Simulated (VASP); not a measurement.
# Zn in VASP: single point with PBE

Aim: the single point of Zn with PBE.

All numbers are computed with VASP 6.6.1; they aren't measurements. Logs are shortened: lines on timing, memory, paths and dates and some standing lists are left out, and cuts for length are marked.

## (1) The cell of the first run

The cell holds a sublattice, 2 atoms: a = 3.811 Å, b = 3.811 Å, c = 6.234 Å, α = 90.00°, β = 90.00°, γ = 120.00°.

## (2) Single point, PBE

Input file INCAR:

```
PREC = Accurate
ENCUT = 520
EDIFF = 1E-6
ISMEAR = 0
SIGMA = 0.1
LREAL = False
LASPH = True
NELM = 100
ALGO = Normal
ISIF = 2
LWAVE = False
LCHARG = True
GGA = PE
LELF = True
LVHAR = True
NBANDS = 19
```

Input file KPOINTS:

```
regular mesh
0
Gamma
  9 9 6
```

Input file POSCAR:

```
Zn
1.0
    3.8110000000      0.0000000000      0.0000000000
   -1.9055000000      3.3004228138      0.0000000000
    0.0000000000      0.0000000000      6.2340000000
Zn
2
Direct
    0.3333333333      0.6666666667      0.0000000000
    0.6666666667      0.3333333333      0.5000000000
```

Potentials or basis: VASP PAW PBE potentials, release 64 (Zn).

Started as:

```console
$ cat potpaw_PBE.64/Zn/POTCAR > POTCAR
$ mpirun -np 1 vasp_std > vasp.out
```

OUTCAR:

```text
PREC = Accurate
   ENCUT = 520
   EDIFF = 1E-6
   ISMEAR = 0
   LREAL = False
   LASPH = True
   NELM = 100
   ISIF = 2
   GGA = PE

 ion  position               nearest neighbor table
   1  0.333  0.667  0.000-
   2  0.667  0.333  0.500-

  LATTYP: Found a hexagonal cell.
 ALAT       =     3.8110000000
 C/A-ratio  =     1.6357911309

  Lattice vectors:

 A1 = (   3.8110000000,   0.0000000000,   0.0000000000)
 A2 = (  -1.9055000000,   3.3004228138,   0.0000000000)
 A3 = (   0.0000000000,   0.0000000000,   6.2340000000)

Analysis of symmetry for initial positions (statically):
=====================================================================
 Subroutine PRICEL returns:
 Original cell was already a primitive cell.

 Routine SETGRP: Setting up the symmetry group for a
 hexagonal supercell.

 Subroutine GETGRP returns: Found 24 space group operations
 (whereof 12 operations were pure point group operations)
 out of a pool of 24 trial point group operations.

The static configuration has the point symmetry D_3h.
 The point group associated with its full space group is D_6h.

Analysis of symmetry for dynamics (positions and initial velocities):
=====================================================================
 Subroutine PRICEL returns:
 Original cell was already a primitive cell.

 Routine SETGRP: Setting up the symmetry group for a
 hexagonal supercell.

 Subroutine GETGRP returns: Found 24 space group operations
 (whereof 12 operations were pure point group operations)
 out of a pool of 24 trial point group operations.

The dynamic configuration has the point symmetry D_3h.
 The point group associated with its full space group is D_6h.

 Subroutine INISYM returns: Found 24 space group operations
 (whereof 12 operations are pure point group operations),
 and found     1 'primitive' translations

----------------------------------------------------------------------------------------

                                     Primitive cell

  volume of cell :      78.4107

  direct lattice vectors                    reciprocal lattice vectors
     3.811000000  0.000000000  0.000000000     0.262398321  0.151495741  0.000000000
    -1.905500000  3.300422814  0.000000000     0.000000000  0.302991482  0.000000000
     0.000000000  0.000000000  6.234000000     0.000000000  0.000000000  0.160410651

  length of vectors
     3.811000000  3.811000000  6.234000000     0.302991482  0.302991482  0.160410651

  position of ions in fractional coordinates (direct lattice)
     0.333333333  0.666666667  0.000000000
     0.666666667  0.333333333  0.500000000

  ion indices of the primitive-cell ions
   primitive index   ion index
                 1           1
                 2           2

----------------------------------------------------------------------------------------

 KPOINTS: regular mesh

Automatic generation of k-mesh.
 Grid dimensions read from file:
 generate k-points for:    9    9    6

 Generating k-lattice:

  Cartesian coordinates                     Fractional coordinates (reciprocal lattice)
     0.029155369  0.016832860  0.000000000     0.111111111  0.000000000  0.000000000
     0.000000000  0.033665720  0.000000000     0.000000000  0.111111111  0.000000000
     0.000000000  0.000000000  0.026735109     0.000000000  0.000000000  0.166666667

  Length of vectors
     0.033665720  0.033665720  0.026735109

  Shift w.r.t. Gamma in fractional coordinates (k-lattice)
     0.000000000  0.000000000  0.000000000

 Subroutine IBZKPT returns following result:
 ===========================================

 Found     48 irreducible k-points:

 Following reciprocal coordinates:
            Coordinates               Weight
  0.000000  0.000000  0.000000      1.000000
  0.111111 -0.000000  0.000000      6.000000
  0.222222  0.000000  0.000000      6.000000
  0.333333  0.000000  0.000000      6.000000
  0.444444  0.000000  0.000000      6.000000
  0.111111  0.111111  0.000000      6.000000
[... 16 lines left out ...]
  0.333333  0.222222  0.166667     24.000000
  0.333333  0.333333  0.166667      4.000000
 [... further k-points ...]
   k-points           NKPTS =     48   k-points in BZ     NKDIM =     48   number of bands    NBANDS=     19
   number of dos      NEDOS =    301   number of ions     NIONS =      2
   total plane-waves  NPLWV =  37632
   dimension x,y,z NGX =    28 NGY =   28 NGZ =   48
   dimension x,y,z NGXF=    56 NGYF=   56 NGZF=   96
   ions per type =               2
   NGX,Y,Z   is equivalent  to a cutoff of  12.21, 12.21, 12.80 a.u.
   NGXF,Y,Z  is equivalent  to a cutoff of  24.43, 24.43, 25.60 a.u.
 SYSTEM =  unknown system
   PREC   = accura    normal or accurate (medium, high low for compatibility)
   ISTART =      0    job   : 0-new  1-cont  2-samecut
   ICHARG =      2    charge: 1-file 2-atom 10-const
   ISPIN  =      1    spin polarized calculation?
   LNONCOLLINEAR =      F non collinear calculations
   LSORBIT =      F    spin-orbit coupling
   LASPH  =      T    aspherical Exc in radial PAW
   ENCUT  =  520.0 eV  38.22 Ry    6.18 a.u.   7.09  7.09 11.59*2*pi/ulx,y,z
   NELM   =    100;   NELMIN=  2; NELMDL= -5     # of ELM steps
   EDIFF  = 0.1E-05   stopping-criterion for ELM
   LREAL  =      F    real-space projection
   EDIFFG = 0.1E-04   stopping-criterion for IOM
   NSW    =      0    number of steps for IOM
   IBRION =     -1    ionic relax: 0-MD 1-quasi-New 2-CG
   NFREE  =      0    steps in history (QN), initial steepest desc. (CG)
   ISIF   =      2    stress and relaxation
   ISYM   =      2    0-nonsym 1-usesym 2-fastsym
   POTIM  = 0.5000    time-step for ionic-motion
   TEBEG  =    0.0;   TEEND  =   0.0 temperature during run
   PSTRESS=    0.0 pullay stress
   NELECT =      24.0000    total number of electrons
   NUPDOWN=      -1.0000    fix difference up-down
   EMIN   =  10.00;   EMAX   =-10.00  energy-range for DOS
   EFERMI =   0.00;   METHOD = LEGACY
   ISMEAR =     0;   SIGMA  =   0.10  broadening in eV -4-tet -1-fermi 0-gaus
   EFERMI_NEDOS =   21; number of points for ismear=-14 and -15
   IALGO  =     38    algorithm
   IMIX   =      4    mixing-type and parameters
     AMIX     =   0.40;   BMIX     =  1.00
     AMIX_MAG =   1.60;   BMIX_MAG =  1.00
  volume/ion in A,a.u.               =      39.21       264.57
  Fermi-wavevector in a.u.,A,eV,Ry     =   1.103283  2.084902 16.561456  1.217233
  Thomas-Fermi vector in A             =   2.239738
   LORBIT       =      0    0 simple, 1 ext, 2 COOP (PROOUT), +10 PAW based schemes
   GGA     = PE    functional components
   LHFCALC =     F    Hartree Fock is set to
   AEXX    =    0.0000 exact exchange contribution
   IVDW    =     0    specifies the selected vdW correction
   LEPSILON=     F    determine dielectric tensor
   LRPA    =     F    only Hartree local field effects (RPA)
 non-spin polarized calculation
 Gauss-broadening in eV      SIGMA  =   0.10
  energy-cutoff  :      520.00
  volume of cell :       78.41
 maximum number of plane-waves:      2133
   NGX = 15   NGY = 15   NGZ = 23

 number of electron      23.9999976 magnetization

 Free energy of the ion-electron system (eV)
  ---------------------------------------------------
  ext. energy  EPLUGINS =         0.00000000
  ---------------------------------------------------
  free energy    TOTEN  =        -0.55400585 eV

  energy without entropy =       -0.55400585  energy(sigma->0) =       -0.55400585

 E-fermi :  -1.5374     XC(G=0):  -7.2691

 val. band max:       -1.9007318684   @ k =   0.2222   0.2222   0.0000
 cond. band min:      -1.1985502858   @ k =   0.0000   0.0000   0.0000
 fundamental gap:      0.7021815827
 Fermi energy:        -1.5373539841

 k-point     1 :       0.0000    0.0000    0.0000
  band No.  band energies     occupation
      1      -7.6126      2.00000
      2      -7.5748      2.00000
      3      -7.5663      2.00000
      4      -7.5663      2.00000
      5      -7.5571      2.00000
      6      -7.5571      2.00000
[... 11 lines left out ...]
     18       7.4739      0.00000
     19       8.9238      0.00000

 k-point     2 :       0.1111   -0.0000    0.0000
  band No.  band energies     occupation
      1      -7.6052      2.00000
      2      -7.5784      2.00000
      3      -7.5611      2.00000
      4      -7.5564      2.00000
      5      -7.5563      2.00000
      6      -7.5479      2.00000
[... 11 lines left out ...]
     18       7.4047      0.00000
     19       9.1250      0.00000

 k-point     3 :       0.2222    0.0000    0.0000
  band No.  band energies     occupation
      1      -7.6084      2.00000
      2      -7.5741      2.00000
      3      -7.5646      2.00000
      4      -7.5620      2.00000
      5      -7.5546      2.00000
      6      -7.5366      2.00000
[... 11 lines left out ...]
     18       7.0646      0.00000
     19       7.7553      0.00000

 k-point     4 :       0.3333    0.0000    0.0000
  band No.  band energies     occupation
      1      -7.6246      2.00000
      2      -7.5887      2.00000
      3      -7.5838      2.00000
      4      -7.5646      2.00000
      5      -7.5453      2.00000
      6      -7.5298      2.00000
[... 11 lines left out ...]
     18       6.5910      0.00000
     19       6.8661      0.00000

 k-point     5 :       0.4444    0.0000    0.0000
  band No.  band energies     occupation
      1      -7.6359      2.00000
      2      -7.6055      2.00000
      3      -7.5926      2.00000
      4      -7.5707      2.00000
      5      -7.5378      2.00000
      6      -7.5343      2.00000
[... 11 lines left out ...]
     18       6.3049      0.00000
     19       6.4538      0.00000
[... 334 lines left out ...]
      2      -7.6134      2.00000
      3      -7.5806      2.00000
      4      -7.5693      2.00000
      5      -7.5566      2.00000
      6      -7.5228      2.00000
[... 11 lines left out ...]
     18       4.8509      0.00000
     19       7.9153      0.00000

 k-point    22 :       0.2222    0.2222    0.1667
  band No.  band energies     occupation
      1      -7.5998      2.00000
      2      -7.5875      2.00000
      3      -7.5783      2.00000
      4      -7.5761      2.00000
      5      -7.5443      2.00000
      6      -7.5326      2.00000
[... 11 lines left out ...]
     18       5.4056      0.00000
     19       7.5395      0.00000

 k-point    23 :       0.3333    0.2222    0.1667
  band No.  band energies     occupation
      1      -7.6073      2.00000
      2      -7.5929      2.00000
      3      -7.5775      2.00000
      4      -7.5634      2.00000
      5      -7.5513      2.00000
      6      -7.5263      2.00000
[... 11 lines left out ...]
     18       4.3458      0.00000
     19       6.8162      0.00000

 k-point    24 :       0.3333    0.3333    0.1667
  band No.  band energies     occupation
      1      -7.6072      2.00000
      2      -7.5788      2.00000
      3      -7.5788      2.00000
      4      -7.5453      2.00000
      5      -7.5453      2.00000
      6      -7.5437      2.00000
[... 11 lines left out ...]
     18       3.6777      0.00000
     19       6.1464      0.00000

 [... further k-points ...]
[... 5 lines left out ...]
  --------------------------------------------------------------------------------------
  -------------------------------------------------------------------------------------
  Total       -1.0313146     -1.0313146     -1.1400176      0.0000000     -0.0000000      0.0000000
  in kB      -21.0730025    -21.0730025    -23.2941466      0.0000000     -0.0000000      0.0000000
  external PRESSURE =     -21.8133839 kB  Pullay stress =       0.0000000 kB

 VOLUME and BASIS-vectors are now :
 -----------------------------------------------------------------------------
  energy-cutoff  :      520.00
  volume of cell :       78.41
      direct lattice vectors                 reciprocal lattice vectors
     3.811000000  0.000000000  0.000000000     0.262398321  0.151495741  0.000000000
    -1.905500000  3.300422814  0.000000000     0.000000000  0.302991482  0.000000000
     0.000000000  0.000000000  6.234000000     0.000000000  0.000000000  0.160410651

 POSITION                                       TOTAL-FORCE (eV/Angst)
 -----------------------------------------------------------------------------------
     -0.00000      2.20028      0.00000         0.000000     -0.000000      0.000000
      1.90550      1.10014      3.11700        -0.000000      0.000000      0.000000
 -----------------------------------------------------------------------------------
    total drift:                               -0.000000      0.000000     -0.000000

  FREE ENERGIE OF THE ION-ELECTRON SYSTEM (eV)
  ---------------------------------------------------
  free  energy   TOTEN  =        -0.5540058503 eV

  energy  without entropy=       -0.5540058478  energy(sigma->0) =       -0.55400585
```

Run time: 34 s. Hardware: 1 thread of Intel Xeon Platinum 8488C (Sapphire Rapids), shared host; peak memory 0.21 GiB.

What came out:

| Property | Result |
| --- | --- |
| Free energy | -0.5540 eV |
| Pressure | -2.2 GPa |
| Band gap on the k mesh | 0.70 eV, indirect (least direct gap 1.68 eV) |

Stress tensor (GPa, compression positive):
```
-2.11  0.00  0.00
 0.00 -2.11  0.00
 0.00  0.00 -2.33
```

Levels at points of the mesh, in eV from the valence-band top:
```
           k point  band 9  band 10  band 11  band 12  band 13  band 14  band 15  band 16
(0.00, 0.00, 0.00)   -5.59    -5.59    -4.32    -1.32     0.70     8.13     8.13     9.22
(0.00, 0.00, 0.50)   -5.60    -5.60    -3.39    -3.39     4.60     4.60     8.69     8.69
```
